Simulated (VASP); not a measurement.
A run of VASP 6.6.1 is set up as follows.

INCAR

```
SYSTEM = Zr5N
PREC = Accurate
ENCUT = 520
EDIFF = 1E-6
ISMEAR = 0
SIGMA = 0.1
LREAL = .FALSE.
LASPH = .TRUE.
NELM = 60
ALGO = Normal
ISIF = 2
LWAVE = .FALSE.
LCHARG = .TRUE.
GGA = PE
LELF = .TRUE.
LVHAR = .TRUE.
NBANDS = 42
```

KPOINTS

```
Automatic mesh
0
G
  8 8 8
  0 0 0
```

POSCAR

```
Zr5N
1.0
    0.0000000000      4.4547122458      4.4547122458
    4.4547122458      0.0000000000      4.4547122458
    4.4547122458      4.4547122458      0.0000000000
Zr N
5 1
Direct
    0.2500000000      0.2500000000      0.2500000000
    0.8826693991      0.3519918027      0.8826693991
    0.8826693991      0.8826693991      0.8826693991
    0.3519918027      0.8826693991      0.8826693991
    0.8826693991      0.8826693991      0.3519918027
    0.7500000000      0.7500000000      0.7500000000
```

Potentials or basis: VASP PAW PBE potentials, release 64 (Zr_sv, N).

Command:

```bash
$ cat potpaw_PBE.64/Zr_sv/POTCAR potpaw_PBE.64/N/POTCAR > POTCAR
$ mpirun -np 1 vasp_std > vasp.out
```

(1) Predict the pressure.

(2) Estimate the largest force.

(3) Estimate the band gap on the k mesh.

Results:

(1) 0.1 GPa.

(2) 0.026 eV/Å.

(3) zero (an odd number of electrons rules out a gap without spin polarisation).
